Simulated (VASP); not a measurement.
Wanted: the native input for a VASP 6.6.1 run.

- Task: single point
- Functional: PBE
- Potentials or basis: VASP PAW PBE potentials, release 64 (Be, H, F)
- Cutoff: 520 eV
- k mesh: 14 × 14 × 6
- Occupations: gaussian, width 0.01 eV
- Spin: no spin polarisation
- Dipole correction: no
- Further INCAR settings: ALGO = Normal; EDIFF = 1e-06; NBANDS = 19

The structure of BeHF lies in POSCAR:

```
BeHF
1.0
    2.5477814651      0.0000000000      0.0000000000
    0.0000000000      2.5477814651      0.0000000000
    0.0000000000      0.0000000000      6.9736355310
Be H F
2 2 2
Direct
    0.0000000000      0.5000000000      0.8573659927
    0.5000000000      0.0000000000      0.1426340073
    0.0000000000      0.0000000000      0.0000000000
    0.5000000000      0.5000000000      0.0000000000
    0.0000000000      0.5000000000      0.2701772529
    0.5000000000      0.0000000000      0.7298227471
```

The input as run:

INCAR

```
SYSTEM = BeHF
  ALGO = Normal
  EDIFF = 1E-6
  ENCUT = 520
  GGA = PE
  ISIF = 2
  ISMEAR = 0
  LASPH = .TRUE.
  LCHARG = .FALSE.
  LREAL = .FALSE.
  LWAVE = .FALSE.
  NBANDS = 19
  NELM = 100
  PREC = Accurate
  SIGMA = 0.01
```

KPOINTS

```
k-points
0
G
  14 14 6
  0 0 0
```

Potentials or basis: VASP PAW PBE potentials, release 64 (Be, H, F).

The run is started by

```console
$ cat potpaw_PBE.64/Be/POTCAR potpaw_PBE.64/H/POTCAR potpaw_PBE.64/F/POTCAR > POTCAR
$ mpirun -np 1 vasp_std > vasp.out
```

Results of the run:

- Pressure: -0.1 GPa
- Largest force: 0.021 eV/Å
- Band gap on the k mesh: zero (band 10 reaches 5.31 eV, above the bottom of band 11 at 5.18 eV)

Wall time 90 s on 1 thread of Oxide Virtual Turin-like Processor (shared host), peak memory 0.19 GiB.
